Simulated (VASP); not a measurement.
# SmTa3Cl2 (P3m1) in VASP: notebook

Runs on SmTa3Cl2. Level: PBE. Tasks: single point.

Program: VASP 6.6.1. These are calculated values, not measurements. Logs are shortened: lines on timing, memory, paths and dates and some standing lists are left out, and cuts for length are marked.

### Step 1. The cell of the first run

Symmetry: P3m1, No. 156, trigonal system. Conventional cell: a = 4.841 Å, b = 4.841 Å, c = 6.884 Å, α = 90.00°, β = 90.00°, γ = 120.00°. Sm (site symmetry 3m) has 6 Cl at 2.80 to 3.00 Å and 5 Ta at 3.12 to 3.76 Å within 3.8 Å. Ta (site symmetry 3m) has 1 Cl at 2.45 Å and 6 Ta at 2.87 to 2.91 Å within 3.2 Å. Ta (site symmetry 3m) has 1 Cl at 2.52 Å and 6 Ta at 2.80 to 2.91 Å within 3.3 Å. Within 3.9 Å of Ta (site symmetry 3m) lie 6 Ta at 2.80 to 2.87 Å and 2 Sm at 3.12 to 3.76 Å and 3 Cl at 3.87 Å. Within 3.2 Å of Cl (site symmetry 3m) lie 1 Ta at 2.45 Å and 3 Sm at 2.80 Å and 3 Cl at 3.01 Å. Cl (site symmetry 3m) has 1 Ta at 2.52 Å and 3 Sm at 3.00 Å and 3 Cl at 3.01 Å within 3.3 Å.

### Step 2. Single point, PBE (23.29 Å³/atom)

INCAR reads:

```
PREC = Accurate
ENCUT = 500
EDIFF = 1E-6
ISMEAR = 0
SIGMA = 0.1
LREAL = False
LASPH = True
NELM = 200
ALGO = Normal
ISIF = 2
LWAVE = False
LCHARG = False
GGA = PE
NBANDS = 38
GGA_COMPAT = False
LMAXMIX = 6
```

KPOINTS reads:

```
Automatic mesh
0
Gamma
  6 6 6
```

POSCAR reads:

```
SmTa3Cl2
1.0
    4.8414482305      0.0000000000      0.0000000000
   -2.4207241153      4.1928171587      0.0000000000
    0.0000000000      0.0000000000      6.8836562256
Sm Ta Cl
1 3 2
Direct
    0.6666666667      0.3333333333      0.9395786472
    0.0000000000      0.0000000000      0.5789671941
    0.3333333333      0.6666666667      0.4625439607
    0.6666666667      0.3333333333      0.4862641967
    0.0000000000      0.0000000000      0.9355298176
    0.3333333333      0.6666666667      0.0971161838
```

Potentials or basis: VASP PAW PBE potentials, release 64 (Sm_3, Ta_pv, Cl), 4f in core.

Run with:

```sh
> cat potpaw_PBE.64/Sm_3/POTCAR potpaw_PBE.64/Ta_pv/POTCAR potpaw_PBE.64/Cl/POTCAR > POTCAR
> mpirun -np 1 vasp_std > vasp.out
```

OUTCAR:

```text
PREC = Accurate
   ENCUT = 500
   EDIFF = 1E-6
   ISMEAR = 0
   LREAL = False
   LASPH = True
   NELM = 200
   ISIF = 2
   GGA = PE

 ion  position               nearest neighbor table
   1  0.667  0.333  0.940-   5 2.80   5 2.80   5 2.80   6 3.00   6 3.00   6 3.00   4 3.12
   2  0.000  0.000  0.579-   5 2.45   4 2.87   4 2.87   4 2.87   3 2.91   3 2.91   3 2.91
   3  0.333  0.667  0.463-   6 2.52   4 2.80   4 2.80   4 2.80   2 2.91   2 2.91   2 2.91
   4  0.667  0.333  0.486-   3 2.80   3 2.80   3 2.80   2 2.87   2 2.87   2 2.87   1 3.12
   5  0.000  0.000  0.936-   2 2.45   1 2.80   1 2.80   1 2.80
   6  0.333  0.667  0.097-   3 2.52   1 3.00   1 3.00   1 3.00

  LATTYP: Found a hexagonal cell.
 ALAT       =     4.8414482305
 C/A-ratio  =     1.4218175839

  Lattice vectors:

 A1 = (   4.8414482305,   0.0000000000,   0.0000000000)
 A2 = (  -2.4207241153,   4.1928171587,   0.0000000000)
 A3 = (   0.0000000000,   0.0000000000,   6.8836562256)

Analysis of symmetry for initial positions (statically):
=====================================================================
 Subroutine PRICEL returns:
 Original cell was already a primitive cell.

 Routine SETGRP: Setting up the symmetry group for a
 hexagonal supercell.

 Subroutine GETGRP returns: Found  6 space group operations
 (whereof  6 operations were pure point group operations)
 out of a pool of 24 trial point group operations.

The static configuration has the point symmetry C_3v.

Analysis of symmetry for dynamics (positions and initial velocities):
=====================================================================
 Subroutine PRICEL returns:
 Original cell was already a primitive cell.

 Routine SETGRP: Setting up the symmetry group for a
 hexagonal supercell.

 Subroutine GETGRP returns: Found  6 space group operations
 (whereof  6 operations were pure point group operations)
 out of a pool of 24 trial point group operations.

The dynamic configuration has the point symmetry C_3v.

 Subroutine INISYM returns: Found  6 space group operations
 (whereof  6 operations are pure point group operations),
 and found     1 'primitive' translations

----------------------------------------------------------------------------------------

                                     Primitive cell

  volume of cell :     139.7335

  direct lattice vectors                    reciprocal lattice vectors
     4.841448231  0.000000000  0.000000000     0.206549766  0.119251563  0.000000000
    -2.420724115  4.192817159  0.000000000     0.000000000  0.238503126  0.000000000
[... 86 lines left out ...]
   ICHARG =      2    charge: 1-file 2-atom 10-const
   ISPIN  =      1    spin polarized calculation?
   LNONCOLLINEAR =      F non collinear calculations
   LSORBIT =      F    spin-orbit coupling
   LASPH  =      T    aspherical Exc in radial PAW
   ENCUT  =  500.0 eV  36.75 Ry    6.06 a.u.   8.83  8.83 12.55*2*pi/ulx,y,z
   NELM   =    200;   NELMIN=  2; NELMDL= -5     # of ELM steps
   EDIFF  = 0.1E-05   stopping-criterion for ELM
   LREAL  =      F    real-space projection
[... 7 lines left out ...]
   TEBEG  =    0.0;   TEEND  =   0.0 temperature during run
   PSTRESS=    0.0 pullay stress
   NELECT =      58.0000    total number of electrons
   NUPDOWN=      -1.0000    fix difference up-down
   EMIN   =  10.00;   EMAX   =-10.00  energy-range for DOS
   EFERMI =   0.00;   METHOD = LEGACY
   ISMEAR =     0;   SIGMA  =   0.10  broadening in eV -4-tet -1-fermi 0-gaus
   EFERMI_NEDOS =   21; number of points for ismear=-14 and -15
   IALGO  =     38    algorithm
   IMIX   =      4    mixing-type and parameters
     AMIX     =   0.40;   BMIX     =  1.00
     AMIX_MAG =   1.60;   BMIX_MAG =  1.00
  volume/ion in A,a.u.               =      23.29       157.16
  Fermi-wavevector in a.u.,A,eV,Ry     =   1.221192  2.307719 20.290511  1.491310
  Thomas-Fermi vector in A             =   2.356383
   LORBIT       =      0    0 simple, 1 ext, 2 COOP (PROOUT), +10 PAW based schemes
   GGA     = PE    functional components
   LHFCALC =     F    Hartree Fock is set to
   AEXX    =    0.0000 exact exchange contribution
   IVDW    =     0    specifies the selected vdW correction
   LEPSILON=     F    determine dielectric tensor
   LRPA    =     F    only Hartree local field effects (RPA)
 non-spin polarized calculation
 Gauss-broadening in eV      SIGMA  =   0.10
  energy-cutoff  :      500.00
  volume of cell :      139.73
 maximum number of plane-waves:      3607
 NGX is ok and might be reduce to    36
   NGX = 17   NGY = 17   NGZ = 25

 number of electron      58.0000004 magnetization

 Free energy of the ion-electron system (eV)
  ---------------------------------------------------
  ext. energy  EPLUGINS =         0.00000000
  ---------------------------------------------------
  free energy    TOTEN  =       -45.14191022 eV

  energy without entropy =      -45.11753196  energy(sigma->0) =      -45.12972109

 E-fermi :   4.4753     XC(G=0): -10.4457

 val. band max:        4.4470396534   @ k =   0.0000   0.3333   0.3333
 cond. band min:       4.4839918435   @ k =   0.3333   0.3333   0.5000
 fundamental gap:      0.0369521902
 Fermi energy:         4.4752734430

 k-point     1 :       0.0000    0.0000    0.0000
  band No.  band energies     occupation
      1     -37.5210      2.00000
      2     -30.0074      2.00000
      3     -29.9684      2.00000
      4     -29.8867      2.00000
      5     -29.8867      2.00000
      6     -29.7756      2.00000
[... 973 lines left out ...]
     37       7.5603      0.00000
     38       7.6729      0.00000

 [... further k-points ...]
[... 5 lines left out ...]
  --------------------------------------------------------------------------------------
  -------------------------------------------------------------------------------------
  Total       -1.3322427     -1.3322427     -1.3128015      0.0000000      0.0000000      0.0000000
  in kB      -15.2754339    -15.2754339    -15.0525216      0.0000000      0.0000000      0.0000000
  external PRESSURE =     -15.2011298 kB  Pullay stress =       0.0000000 kB

 VOLUME and BASIS-vectors are now :
 -----------------------------------------------------------------------------
  energy-cutoff  :      500.00
  volume of cell :      139.73
      direct lattice vectors                 reciprocal lattice vectors
     4.841448231  0.000000000  0.000000000     0.206549766  0.119251563  0.000000000
    -2.420724115  4.192817159  0.000000000     0.000000000  0.238503126  0.000000000
     0.000000000  0.000000000  6.883656226     0.000000000  0.000000000  0.145271636

 POSITION                                       TOTAL-FORCE (eV/Angst)
 -----------------------------------------------------------------------------------
      2.42072      1.39761      6.46774        -0.000000      0.000000      0.016388
      0.00000      0.00000      3.98541         0.000000     -0.000000     -0.018028
     -0.00000      2.79521      3.18399         0.000000     -0.000000      0.001974
      2.42072      1.39761      3.34728         0.000000     -0.000000     -0.001376
      0.00000      0.00000      6.43987        -0.000000     -0.000000      0.013400
     -0.00000      2.79521      0.66851         0.000000     -0.000000     -0.012358
 -----------------------------------------------------------------------------------
    total drift:                                0.000000      0.000000     -0.000210

  FREE ENERGIE OF THE ION-ELECTRON SYSTEM (eV)
  ---------------------------------------------------
  free  energy   TOTEN  =       -45.1419102250 eV

  energy  without entropy=      -45.1175319571  energy(sigma->0) =      -45.12972109
```

It took 74 s on 1 thread of Intel Xeon Platinum 8559C (Emerald Rapids), shared host; peak memory 0.34 GiB.

What came out:

```
Free energy            : -45.1419 eV
Pressure               : -1.5 GPa
Largest force          : 0.018 eV/Å
Band gap on the k mesh : zero (bands 29 and 30 overlap by 0.77 eV)
```

Forces in eV/Å, atoms in the order of the input:
```
Sm   0.000  0.000  0.016
Ta   0.000  0.000 -0.018
Ta   0.000  0.000  0.002
Ta   0.000  0.000 -0.001
Cl   0.000  0.000  0.013
Cl   0.000  0.000 -0.012
```

Caveat: spin-orbit coupling is left out, which moves the levels of the heavy elements; the 4f electrons are frozen in the core, so they carry no moment and show no levels; the run has no spin polarisation, though such a crystal can be magnetic.

(Continued in part 2 of 2.)

The gap in the log of VASP goes by the Fermi energy; the results here count the filled bands.